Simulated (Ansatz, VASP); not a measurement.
## CuO, level by level in two programs

```
Cu O
1.0
     2.29679   -1.67842    0.00000
     2.29679    1.67842    0.00000
    -0.84299    0.00000    4.95615
Cu O
2 2
Direct
  0.49680 0.00320 0.50000
  0.00320 0.49680 0.00000
  0.40560 0.57140 0.75370
  0.57140 0.40560 0.25370
```

Single points on this cell with VASP 6.6.1 and Ansatz 0.2.0. Each row is one pair of runs. Alike in all rows: spin: off; k mesh: 10 × 10 × 5; smearing: fermi-dirac, width 0.05 eV; Ansatz's potentials, cutoff: Ansatz PAW, 420 eV.

```tsv
level	VASP's potentials, cutoff	gap on the k mesh at the Fermi level (eV), VASP	gap on the k mesh at the Fermi level (eV), Ansatz	pressure (GPa), VASP	pressure (GPa), Ansatz	rms of the force components (eV/Å), VASP	rms of the force components (eV/Å), Ansatz
RPBE	VASP PAW PBE potentials, release 64 (Cu, O), 520 eV	none	none	26.0	25.0	0.553	0.537
LDA	VASP PAW LDA potentials, release 64 (Cu_sv_GW, O), 700 eV	none	none	-0.3	2.0	0.499	0.486
RPBE	VASP PAW PBE potentials, release 64 (Cu_sv_GW, O), 700 eV	none	none	21.8	25.0	0.539	0.537
PBEsol	VASP PAW PBE potentials, release 64 (Cu_sv_GW, O), 700 eV	none	none	6.7	9.7	0.510	0.504
```

Pressure (GPa): the two programs differ by at most 3.2; rms of the force components (eV/Å): the two programs differ by at most 0.0159.

VASP's potentials hold 34 valence electrons a cell and Ansatz's 50 in some rows, so a difference there can come from the potentials and not from the codes.

A gap of «none» marks a metal or a gap that the smearing closes.
